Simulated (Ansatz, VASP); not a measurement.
Two plane-wave programs on MgO

```
Mg O
1.0
     2.98187    0.00000    0.00000
     1.49093    2.58237    0.00000
     1.49093    0.86079    2.43469
Mg O
1 1
Cartesian
  0.0000 0.0000 0.0000
  2.9819 1.7216 1.2173
```

Alike in both runs: task single point; functional RPBE; k mesh 8 × 8 × 8; no spin polarisation.

```csv
,VASP,Ansatz
version,VASP 6.6.1,Ansatz 0.2.0
potentials or method,"VASP PAW PBE potentials, release 64 (Mg_sv, O), cutoff 840 eV","plane waves, PAW"
occupations,"gaussian, width 0.01 eV",fixed
valence electrons in the cell,16,16
```

|  | VASP | Ansatz | Ansatz less VASP |
| --- | --- | --- | --- |
| pressure (GPa) | 9.0 | 9.0 | +0.03 |

VASP's potentials were made for PBE, not for RPBE.
